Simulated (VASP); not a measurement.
# Sn in VASP: further runs

Sn is run at these levels: BLYP+D3(BJ), BLYP+D4; tasks: single point.

Everything below comes from runs of VASP 6.6.1. Logs are shortened: lines on timing, memory, paths and dates and some standing lists are left out, and cuts for length are marked.

### Step 1. The cell of the first run

It takes space group I4/mmm (No. 139, tetragonal). The conventional cell has a = 3.430 Å, b = 3.430 Å, c = 4.698 Å, α = 90.00°, β = 90.00°, γ = 90.00°. Within 4.4 Å of Sn (site symmetry 4/mmm) lie 12 Sn at 3.38 to 3.43 Å.

### Step 2. Single point, BLYP+D3(BJ)

File INCAR:

```
AGGAC = 1.0
AGGAX = 1.0
ALDAC = 0.0
ALDAX = 1.0
ALGO = Normal
EDIFF = 1E-6
ENCUT = 520
GGA = B5
ISIF = 2
ISMEAR = -1
IVDW = 12
LASPH = True
LCHARG = False
LREAL = False
LWAVE = False
NBANDS = 13
NELM = 100
PREC = Accurate
SIGMA = 0.05
VDW_A1 = 0.4298
VDW_A2 = 4.2359
VDW_S6 = 1.0
VDW_S8 = 2.6996
```

File KPOINTS:

```
k-points
0
Gamma
  11 11 11
```

File POSCAR:

```
Sn
1.0
   -1.7149409732      1.7149080247      2.3491938069
    1.7149409732     -1.7149080247      2.3491938069
    1.7149409732      1.7149080247     -2.3491938069
Sn
1
Direct
    0.0000000000      0.0000000000      0.0000000000
```

Potentials or basis: VASP PAW PBE potentials, release 64 (Sn_d).

On the command line:

```bash
> cat potpaw_PBE.64/Sn_d/POTCAR > POTCAR
> mpirun -np 1 vasp_std > vasp.out
```

OUTCAR:

```text
EDIFF = 1E-6
   ENCUT = 520
   GGA = B5
   ISIF = 2
   ISMEAR = -1
   IVDW = 12
   LASPH = True
   LREAL = False
   NELM = 100
   PREC = Accurate
 IVDW          = 12

 ion  position               nearest neighbor table
   1  0.000  0.000  0.000-

  LATTYP: Found a body centered orthorhombic cell.
 ALAT       =     3.4298160494
 B/A-ratio  =     1.0000192130
 C/A-ratio  =     1.3698657730

  Lattice vectors:

 A1 = (   1.7149409732,  -1.7149080247,  -2.3491938069)
 A2 = (  -1.7149409732,   1.7149080247,  -2.3491938069)
 A3 = (   1.7149409732,   1.7149080247,   2.3491938069)

Analysis of symmetry for initial positions (statically):
=====================================================================
 Subroutine PRICEL returns:
 Original cell was already a primitive cell.

 Routine SETGRP: Setting up the symmetry group for a
 body centered orthorhombic supercell.

 Subroutine GETGRP returns: Found  8 space group operations
 (whereof  8 operations were pure point group operations)
 out of a pool of  8 trial point group operations.

The static configuration has the point symmetry D_2h.

Analysis of symmetry for dynamics (positions and initial velocities):
=====================================================================
 Subroutine PRICEL returns:
 Original cell was already a primitive cell.

 Routine SETGRP: Setting up the symmetry group for a
 body centered orthorhombic supercell.

 Subroutine GETGRP returns: Found  8 space group operations
 (whereof  8 operations were pure point group operations)
 out of a pool of  8 trial point group operations.

The dynamic configuration has the point symmetry D_2h.

 Subroutine INISYM returns: Found  8 space group operations
 (whereof  8 operations are pure point group operations),
 and found     1 'primitive' translations

----------------------------------------------------------------------------------------

                                     Primitive cell

  volume of cell :      27.6356

  direct lattice vectors                    reciprocal lattice vectors
    -1.714940973  1.714908025  2.349193807     0.000000000  0.291560826  0.212838974
     1.714940973 -1.714908025  2.349193807     0.291555224  0.000000000  0.212838974
     1.714940973  1.714908025 -2.349193807     0.291555224  0.291560826  0.000000000

  length of vectors
     3.376483913  3.376483913  3.376483913     0.360982194  0.360977669  0.412325313

  position of ions in fractional coordinates (direct lattice)
     0.000000000  0.000000000  0.000000000

  ion indices of the primitive-cell ions
   primitive index   ion index
                 1           1

----------------------------------------------------------------------------------------

 KPOINTS: k-points

Automatic generation of k-mesh.
 Grid dimensions read from file:
 generate k-points for:   11   11   11

 Generating k-lattice:

  Cartesian coordinates                     Fractional coordinates (reciprocal lattice)
     0.000000000  0.026505530  0.019348998     0.090909091  0.000000000  0.000000000
     0.026505020  0.000000000  0.019348998    -0.000000000  0.090909091  0.000000000
     0.026505020  0.026505530  0.000000000    -0.000000000  0.000000000  0.090909091

  Length of vectors
     0.032816563  0.032816152  0.037484119

  Shift w.r.t. Gamma in fractional coordinates (k-lattice)
     0.000000000  0.000000000  0.000000000

 Subroutine IBZKPT returns following result:
 ===========================================

 Found    216 irreducible k-points:

 Following reciprocal coordinates:
            Coordinates               Weight
  0.000000  0.000000  0.000000      1.000000
  0.090909  0.000000 -0.000000      4.000000
  0.181818 -0.000000  0.000000      4.000000
  0.272727  0.000000  0.000000      4.000000
  0.363636  0.000000 -0.000000      4.000000
  0.454545 -0.000000  0.000000      4.000000
[... 16 lines left out ...]
  0.454545  0.181818  0.000000      8.000000
 -0.454545  0.181818 -0.000000      8.000000
 [... further k-points ...]
   k-points           NKPTS =    216   k-points in BZ     NKDIM =    216   number of bands    NBANDS=     13
   number of dos      NEDOS =    301   number of ions     NIONS =      1
   total plane-waves  NPLWV =  21952
   dimension x,y,z NGX =    28 NGY =   28 NGZ =   28
   dimension x,y,z NGXF=    56 NGYF=   56 NGZF=   56
   ions per type =               1
   NGX,Y,Z   is equivalent  to a cutoff of  13.79, 13.79, 13.79 a.u.
   NGXF,Y,Z  is equivalent  to a cutoff of  27.57, 27.57, 27.57 a.u.
 SYSTEM =  unknown system
   PREC   = accura    normal or accurate (medium, high low for compatibility)
   ISTART =      0    job   : 0-new  1-cont  2-samecut
   ICHARG =      2    charge: 1-file 2-atom 10-const
   ISPIN  =      1    spin polarized calculation?
   LNONCOLLINEAR =      F non collinear calculations
   LSORBIT =      F    spin-orbit coupling
   LASPH  =      T    aspherical Exc in radial PAW
   ENCUT  =  520.0 eV  38.22 Ry    6.18 a.u.   6.28  6.28  6.28*2*pi/ulx,y,z
   NELM   =    100;   NELMIN=  2; NELMDL= -5     # of ELM steps
   EDIFF  = 0.1E-05   stopping-criterion for ELM
   LREAL  =      F    real-space projection
   EDIFFG = 0.1E-04   stopping-criterion for IOM
   NSW    =      0    number of steps for IOM
   IBRION =     -1    ionic relax: 0-MD 1-quasi-New 2-CG
   NFREE  =      0    steps in history (QN), initial steepest desc. (CG)
   ISIF   =      2    stress and relaxation
   ISYM   =      2    0-nonsym 1-usesym 2-fastsym
   POTIM  = 0.5000    time-step for ionic-motion
   TEBEG  =    0.0;   TEEND  =   0.0 temperature during run
   PSTRESS=    0.0 pullay stress
   NELECT =      14.0000    total number of electrons
   NUPDOWN=      -1.0000    fix difference up-down
   EMIN   =  10.00;   EMAX   =-10.00  energy-range for DOS
   EFERMI =   0.00;   METHOD = LEGACY
   ISMEAR =    -1;   SIGMA  =   0.05  broadening in eV -4-tet -1-fermi 0-gaus
   EFERMI_NEDOS =   21; number of points for ismear=-14 and -15
   IALGO  =     38    algorithm
   IMIX   =      4    mixing-type and parameters
     AMIX     =   0.40;   BMIX     =  1.00
     AMIX_MAG =   1.60;   BMIX_MAG =  1.00
  volume/ion in A,a.u.               =      27.64       186.49
  Fermi-wavevector in a.u.,A,eV,Ry     =   1.305052  2.466191 23.172917  1.703161
  Thomas-Fermi vector in A             =   2.435947
   LORBIT       =      0    0 simple, 1 ext, 2 COOP (PROOUT), +10 PAW based schemes
   GGA     = B5    functional components
   LHFCALC =     F    Hartree Fock is set to
   AEXX    =    0.0000 exact exchange contribution
   IVDW    =    12    specifies the selected vdW correction
   LEPSILON=     F    determine dielectric tensor
   LRPA    =     F    only Hartree local field effects (RPA)
 non-spin polarized calculation
  energy-cutoff  :      520.00
  volume of cell :       27.64
 maximum number of plane-waves:       760
 NGX is ok and might be reduce to    28
   NGX = 13   NGY = 13   NGZ = 13

 number of electron      14.0000002 magnetization

 Free energy of the ion-electron system (eV)
  ---------------------------------------------------
  ext. energy  EPLUGINS =         0.00000000
  ---------------------------------------------------
  free energy    TOTEN  =        -2.92102728 eV

  energy without entropy =       -2.91767712  energy(sigma->0) =       -2.91935220

 E-fermi :   8.4246     XC(G=0):  -9.6714

 val. band max:        8.3954566052   @ k =   0.2727   0.4545   0.0000
 cond. band min:       8.4569190230   @ k =  -0.3636   0.3636   0.1818
 fundamental gap:      0.0614624178
 Fermi energy:         8.4245898576

 k-point     1 :       0.0000    0.0000    0.0000
  band No.  band energies     occupation
      1     -13.1325      2.00000
      2     -13.1325      2.00000
      3     -13.1152      2.00000
      4     -13.0647      2.00000
      5     -13.0401      2.00000
      6      -2.6095      2.00000
      7      15.7314      0.00000
      8      15.7788      0.00000
      9      15.7792      0.00000
     10      19.3439      0.00000
     11      20.2309      0.00000
     12      20.2313      0.00000
     13      20.3937      0.00000

 k-point     2 :       0.0909    0.0000   -0.0000
  band No.  band energies     occupation
      1     -13.1297      2.00000
      2     -13.1260      2.00000
      3     -13.1112      2.00000
      4     -13.0639      2.00000
      5     -13.0408      2.00000
      6      -2.4427      2.00000
      7      14.2031      0.00000
      8      15.5053      0.00000
      9      15.5464      0.00000
     10      18.6374      0.00000
     11      20.6531      0.00000
     12      20.7287      0.00000
     13      22.0430      0.00000

 k-point     3 :       0.1818   -0.0000    0.0000
  band No.  band energies     occupation
      1     -13.1258      2.00000
      2     -13.1158      2.00000
      3     -13.1018      2.00000
      4     -13.0543      2.00000
      5     -13.0383      2.00000
      6      -1.9423      2.00000
      7      11.4424      0.00000
      8      14.9282      0.00000
      9      15.1110      0.00000
     10      18.3052      0.00000
     11      20.9212      0.00000
     12      21.2033      0.00000
     13      22.0132      0.00000
[... 305 lines left out ...]
 k-point    23 :       0.4545    0.1818    0.0000
  band No.  band energies     occupation
      1     -13.1395      2.00000
      2     -13.0936      2.00000
      3     -13.0760      2.00000
      4     -13.0116      2.00000
      5     -12.9806      2.00000
      6       1.9980      2.00000
      7       4.6552      2.00000
      8      10.3133      0.00000
      9      12.7539      0.00000
     10      16.3044      0.00000
     11      21.0878      0.00000
     12      22.0397      0.00000
     13      23.9937      0.00000

 k-point    24 :      -0.4545    0.1818   -0.0000
  band No.  band energies     occupation
      1     -13.1459      2.00000
      2     -13.0999      2.00000
      3     -13.0704      2.00000
      4     -13.0221      2.00000
      5     -12.9772      2.00000
      6       0.9644      2.00000
      7       6.1152      2.00000
      8      10.9882      0.00000
      9      12.4297      0.00000
     10      16.0669      0.00000
     11      21.0052      0.00000
     12      22.0792      0.00000
     13      23.2319      0.00000

 [... further k-points ...]

------------------------ aborting loop because EDIFF is reached ----------------------------------------

 Edisp (eV)   -0.90319

 E8    (eV) :    -0.6936

  FORCE on cell =-STRESS in cart. coord.  units (eV):
  Direction    XX          YY          ZZ          XY          YZ          ZX
  --------------------------------------------------------------------------------------
  -------------------------------------------------------------------------------------
  Total      -0.00461    -0.00437    -0.00299     0.00000     0.00000     0.00000
  in kB      -0.26727    -0.25352    -0.17312     0.00000     0.00000     0.00000
  external pressure =       -0.23 kB  Pullay stress =        0.00 kB

 VOLUME and BASIS-vectors are now :
 -----------------------------------------------------------------------------
  energy-cutoff  :      520.00
  volume of cell :       27.64
      direct lattice vectors                 reciprocal lattice vectors
    -1.714940973  1.714908025  2.349193807     0.000000000  0.291560826  0.212838974
     1.714940973 -1.714908025  2.349193807     0.291555224  0.000000000  0.212838974
     1.714940973  1.714908025 -2.349193807     0.291555224  0.291560826  0.000000000

 POSITION                                       TOTAL-FORCE (eV/Angst)
 -----------------------------------------------------------------------------------
      0.00000      0.00000      0.00000         0.000000     -0.000000      0.000000
 -----------------------------------------------------------------------------------
    total drift:                               -0.000000     -0.000000     -0.000000

  FREE ENERGIE OF THE ION-ELECTRON SYSTEM (eV)
  ---------------------------------------------------
  free  energy   TOTEN  =        -3.8242190331 eV

  energy  without entropy=       -3.8208688656  energy(sigma->0) =       -3.82254395
```

It took 61 s on 1 thread of Intel Xeon Platinum 8375C at 2.90GHz (Ice Lake), shared host; peak memory 0.22 GiB.

What came out:

- Free energy: -3.8242 eV
- Pressure: 0.0 GPa
- Band gap on the k mesh: zero (band 7 reaches 15.73 eV, above the bottom of band 8 at 6.68 eV)
- Dispersion energy per atom: -0.903 eV

Levels at points of the mesh, in eV from the Fermi level:
```
           k point  band 3  band 4  band 5  band 6  band 7  band 8  band 9  band 10  band 11  band 12
(0.00, 0.00, 0.00)  -21.54  -21.49  -21.46  -11.03    7.31    7.35    7.35    10.92    11.81    11.81
```

Caveat: the PAW data sets were made with another functional, which shifts forces and pressure a little; spin-orbit coupling is left out, which moves the levels of the heavy elements; pairwise dispersion overbinds metals, which lowers pressure and volume.

### Step 3. Single point, BLYP+D4

This run uses another cell than the first one, of 28.14 Å³/atom, 1.018 times its volume.

File INCAR:

```
SYSTEM = Sn
PREC = Accurate
ENCUT = 520
EDIFF = 1E-6
ISMEAR = -1
SIGMA = 0.05
LREAL = .False.
LASPH = .True.
NELM = 80
ALGO = Normal
ISIF = 2
LWAVE = .False.
LCHARG = .False.
GGA = B5
ALDAX = 1.0
AGGAX = 1.0
AGGAC = 1.0
ALDAC = 0.0
IVDW = 13
VDW_S6 = 1.0
VDW_S8 = 2.34076671
VDW_A1 = 0.44488865
VDW_A2 = 4.0933009
NBANDS = 13
```

File KPOINTS:

```
Automatic mesh
0
Gamma
  11 11 11
  0 0 0
```

File POSCAR:

```
Sn
1.0
   -1.7226850621      1.7229841469      2.3701619775
    1.7226850621     -1.7229841469      2.3701619775
    1.7226850621      1.7229841469     -2.3701619775
Sn
1
Direct
    0.0000000000      0.0000000000      0.0000000000
```

Potentials or basis: VASP PAW PBE potentials, release 64 (Sn_d).

On the command line:

```bash
> cat potpaw_PBE.64/Sn_d/POTCAR > POTCAR
> mpirun -np 1 vasp_std > vasp.out
```

Run time: 65 s. Hardware: 1 thread of Intel Xeon Platinum 8375C at 2.90GHz (Ice Lake), shared host; peak memory 0.21 GiB.

The run converged. Its results:

```
Free energy                : -3.6971 eV
Pressure                   : 0.0 GPa
Band gap on the k mesh     : zero (band 7 reaches 15.37 eV, above the bottom of band 8 at 6.51 eV)
Dispersion energy per atom : -0.761 eV
```

Levels at points of the mesh, in eV from the Fermi level:
```tsv
k point	band 3	band 4	band 5	band 6	band 7	band 8	band 9	band 10	band 11	band 12
(0.00, 0.00, 0.00)	-21.53	-21.48	-21.46	-10.91	7.16	7.20	7.20	10.89	11.70	11.70
```

Caveat: the PAW data sets were made with another functional, which shifts forces and pressure a little; spin-orbit coupling is left out, which moves the levels of the heavy elements; pairwise dispersion overbinds metals, which lowers pressure and volume.
